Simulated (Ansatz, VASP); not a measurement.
W: VASP beside Ansatz

INCAR

```
PREC     = Accurate       # precision mode
ENCUT    = 520            # plane-wave cutoff, eV
EDIFF    = 1E-6           # SCF threshold, eV
ISMEAR   = 0              # smearing method
SIGMA    = 0.15           # smearing width, eV
LREAL    = False          # projectors in reciprocal space
LASPH    = True           # aspherical terms in the spheres
NELM     = 60             # most SCF steps
ALGO     = Normal         # electronic algorithm
ISIF     = 2              # what is computed and relaxed
LWAVE    = False          # write WAVECAR
LCHARG   = False          # write CHGCAR
GGA      = PS             # functional
NBANDS   = 13             # bands
```

Contents of KPOINTS:

```
Automatic mesh
0
Gamma
  20 20 20
```

The input POSCAR:

```
W
1.0
   -1.5334080000      1.5334080000      1.7250840000
    1.5334080000     -1.5334080000      1.7250840000
    1.5334080000      1.5334080000     -1.7250840000
W
1
Direct
    0.0000000000      0.0000000000      0.0000000000
```

Input for Ansatz:

```yaml
crystal:
  lattice:
    - [-1.533408, 1.533408, 1.725084]
    - [1.533408, -1.533408, 1.725084]
    - [1.533408, 1.533408, -1.725084]
  atoms:
    - { symbol: W, position: [0.0, 0.0, 0.0] }
basis:
  ecutwfc: 420
kpoints:
  mp_grid: { grid: [20, 20, 20] }
hamiltonian:
  xc: pbesol
scf:
  occupations: { method: gaussian, width: 0.15 }
output:
  forces: true
  stress: true
  eigenvalues: true
```

Change from the starting cell: strain -0.040 along x and y, +0.080 along z, atoms carried along.

Alike in both runs: task single point; functional PBEsol; k mesh 20 × 20 × 20; occupations gaussian, width 0.15 eV; no spin polarisation.

```csv
,VASP,Ansatz
version,VASP 6.6.1,Ansatz 0.2.0
potentials or method,"VASP PAW PBE potentials, release 64 (W_sv), cutoff 520 eV","scalar-relativistic, plane waves, PAW"
valence electrons in the cell,14,14
```

|  | VASP | Ansatz | Ansatz less VASP |
| --- | --- | --- | --- |
| gap on the k mesh at the Fermi level (eV) | none | none | - |
| pressure (GPa) | -7.8 | -8.3 | -0.52 |
| traceless stress, the component that is largest in VASP (GPa) | -18.61 | -18.66 | -0.045 |

VASP's potentials were made for PBE, not for PBEsol. A gap of «none» marks a metal or a gap that the smearing closes.

Spin-orbit coupling is off throughout.
